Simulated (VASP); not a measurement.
A run of VASP 6.6.1 is set up as follows.

The input INCAR:

```
SYSTEM = Pt
PREC = Accurate
ENCUT = 500
EDIFF = 1E-6
ISMEAR = 1
SIGMA = 0.05
LREAL = .FALSE.
LASPH = .TRUE.
NELM = 120
ALGO = Normal
ISIF = 2
LWAVE = .FALSE.
LCHARG = .TRUE.
GGA = PS
LELF = .TRUE.
LVHAR = .TRUE.
NBANDS = 11
GGA_COMPAT = .FALSE.
```

KPOINTS

```
regular mesh
0
G
  10 10 10
  0 0 0
```

Contents of POSCAR:

```
Pt
1.0
    0.0000000000      1.9590981444      1.9590981444
    1.9590981444      0.0000000000      1.9590981444
    1.9590981444      1.9590981444      0.0000000000
Pt
1
Direct
    0.0000000000      0.0000000000      0.0000000000
```

Potentials or basis: VASP PAW PBE potentials, release 64 (Pt).

The run is started by

```console
$ cat potpaw_PBE.64/Pt/POTCAR > POTCAR
$ mpirun -np 1 vasp_std > vasp.out
```

Problem. Estimate the pressure.

Solution. -0.4 GPa.

Problem. What does it give for the band gap on the k mesh?

Solution. Zero (bands 5 and 6 overlap by 2.21 eV).

Caveat: the PAW data sets were made with another functional, which shifts forces and pressure a little; spin-orbit coupling is left out, which moves the levels of the heavy elements.
